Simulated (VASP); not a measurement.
The system is Au.

```
Au
1.0
     0.00000    1.85180    1.85180
     1.85180    0.00000    1.85180
     1.85180    1.85180    0.00000
Au
1
Direct
  0.00000 0.00000 0.00000
```

- Program: VASP 6.6.1
- Task: relaxation of cell and atoms
- Functional: PBE
- Potentials or basis: VASP PAW PBE potentials, release 64 (Au)
- Cutoff: 600 eV
- k mesh: 10 × 10 × 10
- Occupations: gaussian, width 0.1 eV
- Spin: no spin polarisation

At the start: pressure 131.2 GPa; volume 12.70 Å³/atom.

Problem. Where does the relaxation end?

Solution. Over 8 steps the energy falls by 1479.2 meV/atom and the volume is 17.97 Å³/atom (+41.5 %); space group Fm-3m (No. 225, to 0.05 Å).

Step by step:
| step | energy change (eV) | largest force (eV/Å) | pressure (GPa) | volume (Å³) |
| --- | --- | --- | --- | --- |
| 1 | 0.0000 | 0.0000 | 131.24 | 12.70 |
| 2 | 0.4950 | 0.0000 | -7.93 | 43.03 |
| 3 | 0.0821 | 0.0000 | -11.50 | 36.11 |
| 4 | -0.4162 | 0.0000 | -15.14 | 30.12 |
| 5 | -1.3928 | 0.0000 | -11.21 | 20.17 |
| 6 | -1.3737 | 0.0000 | 20.53 | 16.15 |
| 7 | -1.4745 | 0.0000 | -3.24 | 18.47 |
| 8 | -1.4792 | 0.0000 | 0.32 | 17.97 |

Final structure:
```xyz
1
Lattice="0.0000 2.0790 2.0790 2.0790 0.0000 2.0790 2.0790 2.0790 0.0000" Properties=species:S:1:pos:R:3 pbc="T T T"
Au    0.0000    0.0000    0.0000
```

Caveat: the volume moved by over 15 % at a fixed basis, so the end points are rough.
